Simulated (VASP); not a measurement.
# Cs2Be (I4_1/amd) in VASP: single point with PBE

Aim: the single point of Cs2Be with PBE.

All numbers are computed with VASP 6.6.1; they aren't measurements. Logs are shortened: lines on timing, memory, paths and dates and some standing lists are left out, and cuts for length are marked.

## Step 1: The cell of the first run

The structure is tetragonal, space group I4_1/amd (No. 141). The conventional cell has a = 6.791 Å, b = 6.791 Å, c = 9.584 Å, α = 90.00°, β = 90.00°, γ = 90.00°. Within 4.5 Å of Cs (site symmetry 2/m) lie 6 Cs at 3.39 to 3.40 Å and 6 Be at 3.97 to 3.98 Å. Within 5.2 Å of Be (site symmetry -4m2) lie 12 Cs at 3.97 to 3.98 Å and 4 Be at 4.16 Å.

## Step 2: Single point, PBE

INCAR reads:

```
SYSTEM = Cs2Be
ALGO     = Normal         ! electronic algorithm
EDIFF    = 1E-6           ! SCF threshold, eV
ENCUT    = 520            ! plane-wave cutoff, eV
GGA      = PE             ! functional
ISIF     = 2              ! what is computed and relaxed
ISMEAR   = 0              ! smearing method
LASPH    = .TRUE.         ! aspherical terms in the spheres
LCHARG   = .FALSE.        ! write CHGCAR
LREAL    = .FALSE.        ! projectors in reciprocal space
LWAVE    = .FALSE.        ! write WAVECAR
NBANDS   = 29             ! bands
NELM     = 60             ! most SCF steps
PREC     = Accurate       ! precision mode
SIGMA    = 0.1            ! smearing width, eV
```

KPOINTS reads:

```
k-points
0
G
  4 4 4
  0 0 0
```

POSCAR reads:

```
Cs2Be
1.0
   -3.3954119300      3.3954119300      4.7917523100
    3.3954119300     -3.3954119300      4.7917523100
    3.3954119300      3.3954119300     -4.7917523100
Cs Be
4 2
Direct
    0.3750000000      0.6250000000      0.7500000000
    0.3750000000      0.1250000000      0.7500000000
    0.8750000000      0.6250000000      0.2500000000
    0.3750000000      0.6250000000      0.2500000000
    0.7500000000      0.2500000000      0.5000000000
    0.0000000000      0.0000000000      0.0000000000
```

Potentials or basis: VASP PAW PBE potentials, release 64 (Cs_sv, Be).

Launch:

```bash
> cat potpaw_PBE.64/Cs_sv/POTCAR potpaw_PBE.64/Be/POTCAR > POTCAR
> mpirun -np 1 vasp_std > vasp.out
```

OUTCAR:

```text
SYSTEM = Cs2Be
   EDIFF = 1E-6
   ENCUT = 520
   GGA = PE
   ISIF = 2
   ISMEAR = 0
   LASPH = .TRUE.
   LREAL = .FALSE.
   NELM = 60
   PREC = Accurate

 ion  position               nearest neighbor table
   1  0.375  0.625  0.750-
   2  0.375  0.125  0.750-
   3  0.875  0.625  0.250-
   4  0.375  0.625  0.250-
   5  0.750  0.250  0.500-
   6  0.000  0.000  0.000-

  LATTYP: Found a body centered tetragonal cell.
 ALAT       =     6.7908238600
 C/A-ratio  =     1.4112432921

  Lattice vectors:

 A1 = (  -3.3954119300,   3.3954119300,   4.7917523100)
 A2 = (   3.3954119300,  -3.3954119300,   4.7917523100)
 A3 = (   3.3954119300,   3.3954119300,  -4.7917523100)

Analysis of symmetry for initial positions (statically):
=====================================================================
 Subroutine PRICEL returns:
 Original cell was already a primitive cell.

 Routine SETGRP: Setting up the symmetry group for a
 body centered tetragonal supercell.

 Subroutine GETGRP returns: Found 16 space group operations
 (whereof  8 operations were pure point group operations)
 out of a pool of 16 trial point group operations.

The static configuration has the point symmetry D_2d.
 The point group associated with its full space group is D_4h.

Analysis of symmetry for dynamics (positions and initial velocities):
=====================================================================
 Subroutine PRICEL returns:
 Original cell was already a primitive cell.

 Routine SETGRP: Setting up the symmetry group for a
 body centered tetragonal supercell.

 Subroutine GETGRP returns: Found 16 space group operations
 (whereof  8 operations were pure point group operations)
 out of a pool of 16 trial point group operations.

The dynamic configuration has the point symmetry D_2d.
 The point group associated with its full space group is D_4h.

 Subroutine INISYM returns: Found 16 space group operations
 (whereof  8 operations are pure point group operations),
 and found     1 'primitive' translations

----------------------------------------------------------------------------------------

                                     Primitive cell

  volume of cell :     220.9730

  direct lattice vectors                    reciprocal lattice vectors
    -3.395411930  3.395411930  4.791752310     0.000000000  0.147257538  0.104345961
     3.395411930 -3.395411930  4.791752310     0.147257538  0.000000000  0.104345961
     3.395411930  3.395411930 -4.791752310     0.147257538  0.147257538  0.000000000

  length of vectors
     6.783696231  6.783696231  6.783696231     0.180479533  0.180479533  0.208253607

  position of ions in fractional coordinates (direct lattice)
     0.375000000  0.625000000  0.750000000
     0.375000000  0.125000000  0.750000000
     0.875000000  0.625000000  0.250000000
     0.375000000  0.625000000  0.250000000
     0.750000000  0.250000000  0.500000000
     0.000000000  0.000000000  0.000000000

  ion indices of the primitive-cell ions
   primitive index   ion index
                 1           1
                 2           2
                 3           3
                 4           4
                 5           5
                 6           6

----------------------------------------------------------------------------------------

 KPOINTS: k-points

Automatic generation of k-mesh.
 Grid dimensions read from file:
 generate k-points for:    4    4    4

 Generating k-lattice:

  Cartesian coordinates                     Fractional coordinates (reciprocal lattice)
     0.000000000  0.036814384  0.026086490     0.250000000  0.000000000  0.000000000
     0.036814384  0.000000000  0.026086490     0.000000000  0.250000000  0.000000000
     0.036814384  0.036814384  0.000000000     0.000000000  0.000000000  0.250000000

  Length of vectors
     0.045119883  0.045119883  0.052063402

  Shift w.r.t. Gamma in fractional coordinates (k-lattice)
     0.000000000  0.000000000  0.000000000

 Subroutine IBZKPT returns following result:
 ===========================================

 Found     13 irreducible k-points:

 Following reciprocal coordinates:
            Coordinates               Weight
  0.000000  0.000000  0.000000      1.000000
  0.250000  0.000000  0.000000      8.000000
  0.500000  0.000000  0.000000      4.000000
  0.250000  0.250000  0.000000      8.000000
  0.500000  0.250000  0.000000     16.000000
 -0.250000  0.250000  0.000000      4.000000
  0.500000  0.500000  0.000000      2.000000
  0.250000  0.250000  0.250000      2.000000
 -0.250000  0.250000  0.250000      4.000000
  0.500000  0.500000  0.250000      4.000000
 -0.250000  0.500000  0.250000      8.000000
 -0.250000 -0.250000  0.250000      2.000000
  0.500000  0.500000  0.500000      1.000000
   k-points           NKPTS =     13   k-points in BZ     NKDIM =     13   number of bands    NBANDS=     29
   number of dos      NEDOS =    301   number of ions     NIONS =      6
   total plane-waves  NPLWV = 125000
   dimension x,y,z NGX =    50 NGY =   50 NGZ =   50
   dimension x,y,z NGXF=   100 NGYF=  100 NGZF=  100
   ions per type =               4   2
   NGX,Y,Z   is equivalent  to a cutoff of  12.25, 12.25, 12.25 a.u.
   NGXF,Y,Z  is equivalent  to a cutoff of  24.51, 24.51, 24.51 a.u.
 SYSTEM =  Cs2Be
   PREC   = accura    normal or accurate (medium, high low for compatibility)
   ISTART =      0    job   : 0-new  1-cont  2-samecut
   ICHARG =      2    charge: 1-file 2-atom 10-const
   ISPIN  =      1    spin polarized calculation?
   LNONCOLLINEAR =      F non collinear calculations
   LSORBIT =      F    spin-orbit coupling
   LASPH  =      T    aspherical Exc in radial PAW
   ENCUT  =  520.0 eV  38.22 Ry    6.18 a.u.  12.61 12.61 12.61*2*pi/ulx,y,z
   NELM   =     60;   NELMIN=  2; NELMDL= -5     # of ELM steps
   EDIFF  = 0.1E-05   stopping-criterion for ELM
   LREAL  =      F    real-space projection
   EDIFFG = 0.1E-04   stopping-criterion for IOM
   NSW    =      0    number of steps for IOM
   IBRION =     -1    ionic relax: 0-MD 1-quasi-New 2-CG
   NFREE  =      0    steps in history (QN), initial steepest desc. (CG)
   ISIF   =      2    stress and relaxation
   ISYM   =      2    0-nonsym 1-usesym 2-fastsym
   POTIM  = 0.5000    time-step for ionic-motion
   TEBEG  =    0.0;   TEEND  =   0.0 temperature during run
   PSTRESS=    0.0 pullay stress
   NELECT =      40.0000    total number of electrons
   NUPDOWN=      -1.0000    fix difference up-down
   EMIN   =  10.00;   EMAX   =-10.00  energy-range for DOS
   EFERMI =   0.00;   METHOD = LEGACY
   ISMEAR =     0;   SIGMA  =   0.10  broadening in eV -4-tet -1-fermi 0-gaus
   EFERMI_NEDOS =   21; number of points for ismear=-14 and -15
   IALGO  =     38    algorithm
   IMIX   =      4    mixing-type and parameters
     AMIX     =   0.40;   BMIX     =  1.00
     AMIX_MAG =   1.60;   BMIX_MAG =  1.00
  volume/ion in A,a.u.               =      36.83       248.53
  Fermi-wavevector in a.u.,A,eV,Ry     =   0.926080  1.750037 11.668679  0.857624
  Thomas-Fermi vector in A             =   2.052003
   LORBIT       =      0    0 simple, 1 ext, 2 COOP (PROOUT), +10 PAW based schemes
   GGA     = PE    functional components
   LHFCALC =     F    Hartree Fock is set to
   AEXX    =    0.0000 exact exchange contribution
   IVDW    =     0    specifies the selected vdW correction
   LEPSILON=     F    determine dielectric tensor
   LRPA    =     F    only Hartree local field effects (RPA)
 non-spin polarized calculation
 Gauss-broadening in eV      SIGMA  =   0.10
  energy-cutoff  :      520.00
  volume of cell :      220.97
 maximum number of plane-waves:      5970
   NGX = 25   NGY = 25   NGZ = 25

 number of electron      40.0000005 magnetization

 Free energy of the ion-electron system (eV)
  ---------------------------------------------------
  ext. energy  EPLUGINS =         0.00000000
  ---------------------------------------------------
  free energy    TOTEN  =        -2.58274719 eV

  energy without entropy =       -2.54147260  energy(sigma->0) =       -2.56210990

 E-fermi :   3.2624     XC(G=0):  -8.3247

 val. band max:        3.2451202029   @ k =   0.5000   0.2500   0.0000
 cond. band min:       3.3035958349   @ k =   0.5000   0.5000   0.5000
 fundamental gap:      0.0584756320
 Fermi energy:         3.2624392474

 k-point     1 :       0.0000    0.0000    0.0000
  band No.  band energies     occupation
      1     -21.4518      2.00000
      2     -20.5378      2.00000
      3     -20.5378      2.00000
      4     -20.5335      2.00000
      5     -10.7147      2.00000
      6      -8.8217      2.00000
[... 21 lines left out ...]
     28       5.1630      0.00000
     29       5.1631      0.00000

 k-point     2 :       0.2500    0.0000    0.0000
  band No.  band energies     occupation
      1     -21.3683      2.00000
      2     -20.6495      2.00000
      3     -20.5392      2.00000
      4     -20.5363      2.00000
      5     -10.4058      2.00000
      6      -8.7249      2.00000
[... 21 lines left out ...]
     28       5.2712      0.00000
     29       5.8017      0.00000

 k-point     3 :       0.5000    0.0000    0.0000
  band No.  band energies     occupation
      1     -21.2478      2.00000
      2     -20.7992      2.00000
      3     -20.5406      2.00000
      4     -20.5377      2.00000
      5     -10.0440      2.00000
      6      -8.5415      2.00000
[... 21 lines left out ...]
     28       5.8353      0.00000
     29       6.1332      0.00000

 k-point     4 :       0.2500    0.2500    0.0000
  band No.  band energies     occupation
      1     -21.2486      2.00000
      2     -20.7964      2.00000
      3     -20.5420      2.00000
      4     -20.5384      2.00000
      5      -9.9862      2.00000
      6      -8.7322      2.00000
[... 245 lines left out ...]
     28       5.5472      0.00000
     29       6.0423      0.00000

 k-point    12 :      -0.2500   -0.2500    0.2500
  band No.  band energies     occupation
      1     -21.3343      2.00000
      2     -20.6886      2.00000
      3     -20.5407      2.00000
      4     -20.5407      2.00000
      5     -10.2690      2.00000
      6      -8.8679      2.00000
[... 21 lines left out ...]
     28       5.7187      0.00000
     29       5.7188      0.00000

 k-point    13 :       0.5000    0.5000    0.5000
  band No.  band energies     occupation
      1     -21.0298      2.00000
      2     -21.0298      2.00000
      3     -20.5437      2.00000
      4     -20.5437      2.00000
      5      -9.3032      2.00000
      6      -9.3032      2.00000
[... 21 lines left out ...]
     28       6.3699      0.00000
     29       6.4757      0.00000

------------------------ aborting loop because EDIFF is reached ----------------------------------------

  FORCE on cell =-STRESS in cart. coord.  units (eV):
  Direction    XX          YY          ZZ          XY          YZ          ZX
  --------------------------------------------------------------------------------------
  -------------------------------------------------------------------------------------
  Total        5.4354925      5.4354925      5.4701758      0.0000000      0.0000000      0.0000000
  in kB       39.4103405     39.4103405     39.6618139      0.0000000      0.0000000      0.0000000
  external PRESSURE =      39.4941650 kB  Pullay stress =       0.0000000 kB

 VOLUME and BASIS-vectors are now :
 -----------------------------------------------------------------------------
  energy-cutoff  :      520.00
  volume of cell :      220.97
      direct lattice vectors                 reciprocal lattice vectors
    -3.395411930  3.395411930  4.791752310     0.000000000  0.147257538  0.104345961
     3.395411930 -3.395411930  4.791752310     0.147257538  0.000000000  0.104345961
     3.395411930  3.395411930 -4.791752310     0.147257538  0.147257538  0.000000000

 POSITION                                       TOTAL-FORCE (eV/Angst)
 -----------------------------------------------------------------------------------
      3.39541      1.69771      1.19794         0.000000      0.000000      0.000000
      1.69771      3.39541     -1.19794         0.000000      0.000000      0.000000
      0.00000      1.69771      5.98969         0.000000      0.000000      0.000000
      1.69771     -0.00000      3.59381         0.000000      0.000000      0.000000
      0.00000      3.39541      2.39588         0.000000      0.000000      0.000000
      0.00000      0.00000      0.00000        -0.000000     -0.000000     -0.000000
 -----------------------------------------------------------------------------------
    total drift:                               -0.000000     -0.000000      0.000000

  FREE ENERGIE OF THE ION-ELECTRON SYSTEM (eV)
  ---------------------------------------------------
  free  energy   TOTEN  =        -2.5827471896 eV

  energy  without entropy=       -2.5414726039  energy(sigma->0) =       -2.56210990
```

Run time: 57 s. Hardware: 1 thread of AMD EPYC 9R45 (Zen 5), shared host; peak memory 0.33 GiB.

Results:

```
Free energy            : -2.5827 eV
Pressure               : 3.9 GPa
Band gap on the k mesh : zero (band 20 reaches 3.31 eV, above the bottom of band 21 at 2.20 eV)
```

Caveat: spin-orbit coupling is left out, which moves the levels of the heavy elements.
